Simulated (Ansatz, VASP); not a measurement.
## Two plane-wave programs on La2O3

File INCAR:

```
SYSTEM = La2O3
ALGO = Normal
EDIFF = 1E-6
EDIFFG = -0.01
ENCUT = 600
IBRION = 2
ISIF = 3
ISMEAR = -1
LASPH = .True.
LCHARG = .False.
LDAU = .True.
LDAUJ = 0 0
LDAUL = 3 -1
LDAUPRINT = 1
LDAUTYPE = 2
LDAUU = 6 0
LMAXMIX = 6
LREAL = .False.
LWAVE = .False.
NELM = 150
NSW = 60
PREC = Accurate
SIGMA = 0.05
```

The input KPOINTS:

```
k-points
0
Gamma
  8 8 5
  0 0 0
```

File POSCAR:

```
La2O3
1.0
    3.9307778780      0.0000000000      0.0000000000
   -1.9653889390      3.4041534990      0.0000000000
    0.0000000000      0.0000000000      6.1119535200
La O
2 3
Direct
    0.3333333333      0.6666666667      0.2462356800
    0.6666666667      0.3333333333      0.7537643200
    0.0000000000      0.0000000000      0.0000000000
    0.3333333333      0.6666666667      0.6458906500
    0.6666666667      0.3333333333      0.3541093500
```

The input input.yaml:

```yaml
crystal:
  lattice:
    - [3.930777878, 0.0, 0.0]
    - [-1.965388939, 3.404153499, 0.0]
    - [0.0, 0.0, 6.11195352]
  atoms:
    - { symbol: La, position: [0.3333333333, 0.6666666667, 0.24623568] }
    - { symbol: La, position: [0.6666666667, 0.3333333333, 0.75376432] }
    - { symbol: O, position: [0.0, 0.0, 0.0] }
    - { symbol: O, position: [0.3333333333, 0.6666666667, 0.64589065] }
    - { symbol: O, position: [0.6666666667, 0.3333333333, 0.35410935] }
hamiltonian:
  xc: lda
  pseudopotentials: { kind: paw }
  hubbard: { sites: [{ species: La, l: f, u_eff: 6.0 }] }
kpoints:
  mp_grid: { grid: [8, 8, 5] }
scf:
  occupations: { method: fermi_dirac, width: 0.05 }
output:
  forces: true
  stress: true
  eigenvalues: true
relax:
  f_tol: 0.01
  max_steps: 40
  cell: { stress_tol: 0.05 }
```

Alike in both runs: task relaxation of cell and atoms; functional LDA; k mesh 8 × 8 × 5; occupations fermi-dirac, width 0.05 eV; no spin polarisation; Hubbard terms La f U = 6.0 eV.

```csv
,VASP,Ansatz
version,VASP 6.6.1,Ansatz 0.2.0
potentials or method,"VASP PAW LDA potentials, release 64 (La, O)",Ansatz PAW
plane-wave cutoff (eV),600,420
valence electrons in the cell,40,40
```

|  | VASP | Ansatz | Ansatz less VASP |
| --- | --- | --- | --- |
| gap on the k mesh at the Fermi level, each at its own relaxed structure (eV) | 3.79 | 3.80 | +0.010 |
| relaxed volume (Å³/atom) | 16.08 | 15.94 | -0.134 |
| relaxed length of the cell vector where the two differ most in proportion (Å) | 3.924 | 3.905 | -0.0190 |

LDA's correlation is that of Perdew and Zunger in VASP and of Perdew and Wang (1992) in Ansatz. The programs project onto different local orbitals, so the same U acts differently, and such runs can settle in different states.

Neither program's run includes spin-orbit coupling. Noted on Ansatz's run: the magnetic or orbital state may not be the lowest; odd divisions of the mesh miss points on the zone boundary, where band edges often lie, so the gap on the mesh can be too wide; the plane-wave basis is chosen anew once the cell has moved, so the energies of steps on either side of that aren't comparable.
